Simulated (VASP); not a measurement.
# MgZn2O3 (P-3m1) in VASP: vibrations by perturbation theory with PBEsol

Aim: the vibrations by perturbation theory of MgZn2O3 with PBEsol.

Everything below comes from runs of VASP 6.6.1. Logs are shortened: lines on timing, memory, paths and dates and some standing lists are left out, and cuts for length are marked.

### Step 1. The cell of the first run

The structure is trigonal, space group P-3m1 (No. 164). Conventional cell: a = 3.009 Å, b = 3.009 Å, c = 7.334 Å, α = 90.00°, β = 90.00°, γ = 120.00°. Mg (site symmetry -3m) has 6 O at 2.10 Å within 2.8 Å. Zn (site symmetry 3m) has 6 O at 2.13 to 2.14 Å within 2.8 Å. O (site symmetry 3m) has 3 Mg at 2.10 Å and 3 Zn at 2.14 Å within 2.8 Å. Within 2.8 Å of O (site symmetry -3m) lie 6 Zn at 2.13 Å.

### Step 2. Vibrations by perturbation theory, PBEsol

INCAR

```
SYSTEM = MgZn2O3
PREC = Accurate ; ENCUT = 520
EDIFF = 1E-8 ; ISMEAR = 0
SIGMA = 0.01 ; LREAL = .FALSE.
LASPH = .TRUE. ; NELM = 80
ALGO = Normal ; ISIF = 2
LWAVE = .FALSE. ; LCHARG = .FALSE.
GGA = PS ; IBRION = 8
NSW = 1 ; LEPSILON = .TRUE.
```

KPOINTS

```
regular mesh
0
G
  9 9 4
  0 0 0
```

POSCAR

```
MgZn2O3
1.0
    3.0088124578      0.0000000000      0.0000000000
   -1.5044062289      2.6057080237      0.0000000000
    0.0000000000      0.0000000000      7.3342160131
Mg Zn O
1 2 3
Direct
    0.0000000000      0.0000000000      0.0000000000
    0.3333333333      0.6666666667      0.6682293695
    0.6666666667      0.3333333333      0.3317706305
    0.3333333333      0.6666666667      0.1617355989
    0.6666666667      0.3333333333      0.8382644011
    0.0000000000      0.0000000000      0.5000000000
```

Potentials or basis: VASP PAW PBE potentials, release 64 (Mg, Zn, O).

Started as:

```sh
> cat potpaw_PBE.64/Mg/POTCAR potpaw_PBE.64/Zn/POTCAR potpaw_PBE.64/O/POTCAR > POTCAR
> mpirun -np 1 vasp_std > vasp.out
```

OUTCAR:

```text
SYSTEM = MgZn2O3
   PREC = Accurate
   ENCUT = 520
   EDIFF = 1E-8
   ISMEAR = 0
   LREAL = .FALSE.
   LASPH = .TRUE.
   NELM = 80
   ISIF = 2
   GGA = PS
   IBRION = 8
   NSW = 1
   LEPSILON = .TRUE.

 ion  position               nearest neighbor table
   1  0.000  0.000  0.000-   4 2.10   5 2.10   5 2.10   4 2.10   5 2.10   4 2.10   2 2.99   3 2.99
                             2 2.99   3 2.99   3 2.99   2 2.99
   2  0.333  0.667  0.668-   6 2.13   6 2.13   6 2.13   5 2.14   5 2.14   5 2.14   1 2.99   1 2.99
                             1 2.99   3 3.02   3 3.02   3 3.02
   3  0.667  0.333  0.332-   6 2.13   6 2.13   6 2.13   4 2.14   4 2.14   4 2.14   1 2.99   1 2.99
                             1 2.99   2 3.02   2 3.02   2 3.02
   4  0.333  0.667  0.162-   1 2.10   1 2.10   1 2.10   3 2.14   3 2.14   3 2.14
   5  0.667  0.333  0.838-   1 2.10   1 2.10   1 2.10   2 2.14   2 2.14   2 2.14
   6  0.000  0.000  0.500-   2 2.13   3 2.13   3 2.13   2 2.13   3 2.13   2 2.13

  LATTYP: Found a hexagonal cell.
 ALAT       =     3.0088124578
 C/A-ratio  =     2.4375783190

  Lattice vectors:

 A1 = (   3.0088124578,   0.0000000000,   0.0000000000)
 A2 = (  -1.5044062289,   2.6057080237,   0.0000000000)
[... 1039 lines left out ...]
  1Z     0.000000    0.000000  -14.852842    0.000000    0.000000    5.681968    0.000000    0.000000    5.681968    0.000000   -0.000000    3.460754   -0.000000   -0.000000    3.460754    0.000000    0.000000   -3.432603
  2X     0.275689    0.000000    0.000000   -3.397699    0.000000    0.000000    0.383994    0.000000    0.000000    0.048221    0.000000    0.000000    1.324961    0.000000    0.000000    1.364835    0.000000    0.000000
  2Y     0.000000    0.275689   -0.000000    0.000000   -3.397699   -0.000000    0.000000    0.383994    0.000000    0.000000    0.048221    0.000000    0.000000    1.324961   -0.000000    0.000000    1.364835   -0.000000
  2Z     0.000000    0.000000    5.671536    0.000000    0.000000  -14.501912    0.000000   -0.000000    4.987515    0.000000    0.000000   -3.419151    0.000000    0.000000    3.676786    0.000000    0.000000    3.585226
  3X     0.275689    0.000000    0.000000    0.383994    0.000000    0.000000   -3.397699    0.000000    0.000000    1.324961    0.000000    0.000000    0.048221    0.000000    0.000000    1.364835    0.000000    0.000000
  3Y     0.000000    0.275689   -0.000000    0.000000    0.383994    0.000000    0.000000   -3.397699   -0.000000    0.000000    1.324961   -0.000000    0.000000    0.048221    0.000000    0.000000    1.364835   -0.000000
  3Z     0.000000    0.000000    5.671536    0.000000   -0.000000    4.987515    0.000000    0.000000  -14.501912    0.000000    0.000000    3.676786    0.000000    0.000000   -3.419151    0.000000    0.000000    3.585226
  4X     2.702652    0.000000    0.000000    0.061741    0.000000    0.000000    1.336071    0.000000    0.000000   -4.668109    0.000000    0.000000    0.579093    0.000000    0.000000   -0.011449    0.000000    0.000000
  4Y     0.000000    2.702652    0.000000    0.000000    0.061741    0.000000    0.000000    1.336071    0.000000    0.000000   -4.668109    0.000000    0.000000    0.579093    0.000000    0.000000   -0.011449    0.000000
  4Z    -0.000000    0.000000    3.464014    0.000000    0.000000   -3.414657   -0.000000    0.000000    3.684464    0.000000    0.000000  -11.991465    0.000000    0.000000    4.415166    0.000000    0.000000    3.842478
  5X     2.702652    0.000000    0.000000    1.336071    0.000000    0.000000    0.061741    0.000000    0.000000    0.579093    0.000000    0.000000   -4.668109    0.000000    0.000000   -0.011449    0.000000    0.000000
  5Y     0.000000    2.702652    0.000000    0.000000    1.336071    0.000000    0.000000    0.061741    0.000000    0.000000    0.579093    0.000000    0.000000   -4.668109    0.000000    0.000000   -0.011449    0.000000
  5Z    -0.000000    0.000000    3.464014   -0.000000    0.000000    3.684464    0.000000    0.000000   -3.414657    0.000000    0.000000    4.415166    0.000000    0.000000  -11.991465    0.000000    0.000000    3.842478
  6X     0.063864    0.000000    0.000000    1.374330    0.000000    0.000000    1.374330    0.000000    0.000000   -0.012727    0.000000    0.000000   -0.012727    0.000000    0.000000   -2.787071    0.000000    0.000000
  6Y     0.000000    0.063864    0.000000    0.000000    1.374330    0.000000    0.000000    1.374330    0.000000    0.000000   -0.012727    0.000000    0.000000   -0.012727    0.000000    0.000000   -2.787071    0.000000
  6Z    -0.000000    0.000000   -3.422846   -0.000000    0.000000    3.592652    0.000000    0.000000    3.592652    0.000000    0.000000    3.833737    0.000000    0.000000    3.833737    0.000000    0.000000  -11.429932

 Eigenvectors and eigenvalues of the dynamical matrix
 ----------------------------------------------------

   1 f  =   16.833167 THz   105.765907 2PiTHz  561.494010 cm-1    69.616353 meV
             X         Y         Z           dx          dy          dz
      0.000000  0.000000  0.000000    -0.000000    0.000000    0.513787
     -0.000000  1.737139  4.900939    -0.000000    0.000000   -0.141498
      1.504406  0.868569  2.433277    -0.000000    0.000000   -0.141498
     -0.000000  1.737139  1.186204     0.000000   -0.000000   -0.360715
      1.504406  0.868569  6.148012     0.000000   -0.000000   -0.360715
      0.000000  0.000000  3.667108     0.000000   -0.000000    0.660113
[... 145 lines left out ...]
  18 f/i=    0.019453 THz     0.122227 2PiTHz    0.648885 cm-1     0.080451 meV
             X         Y         Z           dx          dy          dz
      0.000000  0.000000  0.000000    -0.344082   -0.011553    0.000000
     -0.000000  1.737139  4.900939    -0.568608   -0.019092    0.000000
      1.504406  0.868569  2.433277    -0.568608   -0.019092    0.000000
     -0.000000  1.737139  1.186204    -0.278767   -0.009360    0.000000
      1.504406  0.868569  6.148012    -0.278767   -0.009360    0.000000
      0.000000  0.000000  3.667108    -0.280054   -0.009403    0.000000

--------------------------------------------------------------------------------------------------------

 MACROSCOPIC STATIC DIELECTRIC TENSOR IONIC CONTRIBUTION
 ------------------------------------------------------
          14.850903     0.000000    -0.000000
           0.000000    14.850903     0.000000
          -0.000000     0.000000    12.374353
 ------------------------------------------------------

 ELASTIC MODULI CONTR FROM IONIC RELAXATION (kBar)
 Direction    XX          YY          ZZ          XY          YZ          ZX
 --------------------------------------------------------------------------------
 XX         -33.2811    -11.5314      1.7718     -0.0000     19.0360     -0.0000
 YY         -11.5314    -33.2811      1.7718      0.0000    -19.0360     -0.0000
 ZZ           1.7718      1.7718     -0.2422     -0.0000      0.0000      0.0000
 XY          -0.0000      0.0000     -0.0000    -10.8749     -0.0000     23.1574
 YZ          19.0360    -19.0360      0.0000     -0.0000    -62.4167      0.0000
 ZX          -0.0000     -0.0000      0.0000     23.1574      0.0000   -100.4178
 --------------------------------------------------------------------------------

 PIEZOELECTRIC TENSOR IONIC CONTR  for field in x, y, z        (C/m^2)
          XX          YY          ZZ          XY          YZ          ZX
  --------------------------------------------------------------------------------
  x     0.00000     0.00000    -0.00000     0.00000    -0.00000     0.00000
  y    -0.00000    -0.00000     0.00000    -0.00000    -0.00000     0.00000
  z    -0.00000    -0.00000     0.00000    -0.00000     0.00000     0.00000
```

OSZICAR:

```text
N       E                     dE             d eps       ncg     rms          rms(c)
DAV:   1     0.396687820578E+03    0.39669E+03   -0.22726E+04  2300   0.233E+03
DAV:   2     0.803470318058E+01   -0.38865E+03   -0.37766E+03  2546   0.474E+02
DAV:   3    -0.346259756873E+02   -0.42661E+02   -0.42225E+02  2522   0.165E+02
DAV:   4    -0.357248389222E+02   -0.10989E+01   -0.10955E+01  2692   0.277E+01
[... 262 lines left out ...]
RMM:   9    -0.386192845429E+00   -0.87419E-05   -0.31639E-07  3159   0.192E-03    0.449E-04
RMM:  10    -0.386187060856E+00    0.57846E-05    0.24962E-08  3118   0.113E-03    0.360E-05
RMM:  11    -0.386187094716E+00   -0.33860E-07   -0.17983E-09  3566   0.302E-04    0.260E-05
RMM:  12    -0.386187354342E+00   -0.25963E-06   -0.25582E-08  3431   0.129E-04    0.104E-05
RMM:  13    -0.386187354617E+00   -0.27451E-09    0.14968E-08  3875   0.818E-05    0.389E-06
 Linear response finished
```

Wall time 14 min (1 thread of Intel Xeon 6975P-C (Granite Rapids), shared host); peak memory 0.75 GiB.

What came out:

```
Electronic dielectric tensor (diagonal)                 : 4.51, 4.51, 4.37
Born charges (mean of the diagonal)                     : Mg +2.18; Zn +2.26; O -2.22, -2.27 (each value once) e
Highest phonon frequency at Γ, LO-TO splitting left out : 561 cm⁻¹
```

Phonon frequencies in cm⁻¹ (negative: imaginary):
| q point | frequencies |
| --- | --- |
| (0.000, 0.000, 0.000) | -1 -1 0 119 119 146 146 232 232 254 281 301 301 349 349 367 544 561 |

Electronic dielectric tensor:
```
4.51 0.00 0.00
0.00 4.51 0.00
0.00 0.00 4.37
```

Born effective charge tensors (e):
atom 1, Mg
```
2.00 0.00 0.00
0.00 2.00 0.00
0.00 0.00 2.54
```
atom 2, Zn
```
2.37 0.00 0.00
0.00 2.37 0.00
0.00 0.00 2.04
```
atom 3, Zn
```
2.37 0.00 0.00
0.00 2.37 0.00
0.00 0.00 2.04
```
atom 4, O
```
-2.17  0.00  0.00
 0.00 -2.17  0.00
 0.00  0.00 -2.32
```
atom 5, O
```
-2.17  0.00  0.00
 0.00 -2.17  0.00
 0.00  0.00 -2.32
```
atom 6, O
```
-2.41  0.00  0.00
 0.00 -2.41  0.00
 0.00  0.00 -1.98
```
